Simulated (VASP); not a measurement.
**Mg2Ge3N: single point with PBE**

The system is Mg2Ge3N.

```
Mg Ge N
1.0
     5.05899    0.00000    0.00000
    -2.52949    4.38121    0.00000
     0.00000    0.00000    5.28781
Mg Ge N
2 3 1
Direct
  0.33333 0.66667 0.00000
  0.66667 0.33333 0.00000
  0.50000 0.00000 0.50000
  0.00000 0.50000 0.50000
  0.50000 0.50000 0.50000
  0.00000 0.00000 0.00000
```

The cell was built from a structure type or drawn by symmetry, and may not be a known phase.

| Property | Result |
| --- | --- |
| Program | VASP 6.6.1 |
| Task | single point |
| Functional | PBE |
| Potentials or basis | VASP PAW PBE potentials, release 64 (Mg, Ge_d, N) |
| Cutoff | 520 eV |
| k mesh | 12 × 12 × 8 |
| Occupations | gaussian, width 0.1 eV |
| Spin | no spin polarisation |
| Dipole correction | no |
| Further INCAR settings | ALGO = Normal; EDIFF = 1e-06; NBANDS = 34 |

```json
{
 "Pressure": "-0.1 GPa",
 "Band gap on the k mesh": "zero (an odd number of electrons rules out a gap without spin polarisation)"
}
```

Levels at points of the mesh, in eV from the Fermi level:
```
           k point  band 21  band 22  band 23  band 24  band 25  band 26  band 27  band 28  band 29  band 30
(0.00, 0.00, 0.00)    -4.29    -2.60    -2.60    -1.61    -0.45    -0.45     0.19     1.66     1.66     3.39
(0.50, 0.00, 0.00)    -2.91    -2.65    -2.02    -1.18     0.11     0.36     1.21     1.99     2.09     2.41
(0.00, 0.00, 0.50)    -5.10    -2.09    -2.09    -1.26    -1.26    -0.55     0.01     0.01     2.16     2.71
(0.50, 0.00, 0.50)    -3.73    -3.02    -2.09     0.00     0.00     1.34     2.20     2.38     3.05     3.35
```

Run time: 5 min on 1 thread of AMD EPYC 7R13 Processor (Zen 3), with other jobs on the host, peak memory 0.44 GiB.
